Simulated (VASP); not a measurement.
Crystal: MoF.

```
Mo F
1.0
     0.00000    2.41876    2.41876
     2.41876    0.00000    2.41876
     2.41876    2.41876    0.00000
Mo F
1 1
Direct
  0.00000 0.00000 0.00000
  0.75000 0.75000 0.75000
```

| Property | Result |
| --- | --- |
| Program | VASP 6.6.1 |
| Task | relaxation of cell and atoms |
| Functional | PBE |
| Potentials or basis | VASP PAW PBE potentials, release 64 (Mo_sv, F) |
| Cutoff | 600 eV |
| k mesh | 6 × 6 × 6 |
| Occupations | gaussian, width 0.1 eV |
| Spin | collinear spin |
| Starting moments | [0.67, 0.0] μB |

At the start: pressure 4.6 GPa; volume 14.15 Å³/atom.

Task: How do energy, volume and symmetry change on relaxing?

Result: Over 3 steps the energy falls by 6.4 meV/atom and the volume is 14.62 Å³/atom (+3.3 %); space group F-43m (No. 216, to 0.1 Å) before and after; moment 0.98 μB per cell.

The path:
| step | energy change (eV) | largest force (eV/Å) | pressure (GPa) | volume (Å³) |
| --- | --- | --- | --- | --- |
| 1 | 0.0000 | 0.0000 | 4.57 | 28.30 |
| 2 | -0.0055 | 0.0000 | -3.08 | 29.99 |
| 3 | -0.0129 | 0.0000 | -0.01 | 29.24 |

Final structure:
```cif
data_structure
_symmetry_space_group_name_H-M 'P 1'
_symmetry_Int_Tables_number 1
_cell_length_a 3.4579
_cell_length_b 3.4579
_cell_length_c 3.4579
_cell_angle_alpha 60.000
_cell_angle_beta 60.000
_cell_angle_gamma 60.000
_cell_volume 29.24
loop_
_atom_site_label
_atom_site_type_symbol
_atom_site_fract_x
_atom_site_fract_y
_atom_site_fract_z
_atom_site_occupancy
Mo1 Mo 0.00000 0.00000 0.00000 1
F1 F 0.75000 0.75000 0.75000 1
```

Caveat: the k points lie up to 0.37 Å⁻¹ apart in the final cell.
